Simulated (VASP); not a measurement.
Here is a VASP 6.6.1 calculation.

INCAR

```
ALGO = Normal
EDIFF = 1E-6
ENCUT = 400
GGA = PS
GGA_COMPAT = F
ISIF = 2
ISMEAR = 0
LASPH = T
LCHARG = T
LELF = T
LREAL = F
LVHAR = T
LWAVE = F
NBANDS = 50
NELM = 120
PREC = Accurate
SIGMA = 0.01
```

The input KPOINTS:

```
k-points
0
Gamma
  1 1 1
```

POSCAR

```
PbS
1.0
    4.0897000000      0.0000000000      0.0000000000
   -4.0897000000      7.0835681877      0.0000000000
    0.0000000000      0.0000000000      7.5763400000
Pb S
4 4
Direct
   -0.0048714466     -0.0021942331      0.0009330363
   -0.0023243906     -0.0020788958      0.5006322314
    0.0017903658      0.5033674986     -0.0013386411
    0.0024177054      0.5007669731      0.5000828896
    0.6870227917      0.1680524516      0.2440922662
    0.6602385278      0.1693526438      0.7599723613
    0.6672096790      0.6641446620      0.2496432314
    0.6715055462      0.6660132118      0.7442917029
```

Potentials or basis: VASP PAW PBE potentials, release 64 (Pb_d, S).

Command:

```bash
$ cat potpaw_PBE.64/Pb_d/POTCAR potpaw_PBE.64/S/POTCAR > POTCAR
$ mpirun -np 1 vasp_gam > vasp.out
```

Question: Estimate the largest force.

Answer: 0.524 eV/Å.

Question: What does it give for the pressure?

Answer: 3.9 GPa.

Stress tensor (GPa, compression positive):
```
 9.69  0.23 -0.06
 0.23  0.95  0.03
-0.06  0.03  0.94
```

Caveat: the k points lie up to 1.54 Å⁻¹ apart, too coarse for converged energies, forces and pressures; the PAW data sets were made with another functional, which shifts forces and pressure a little.
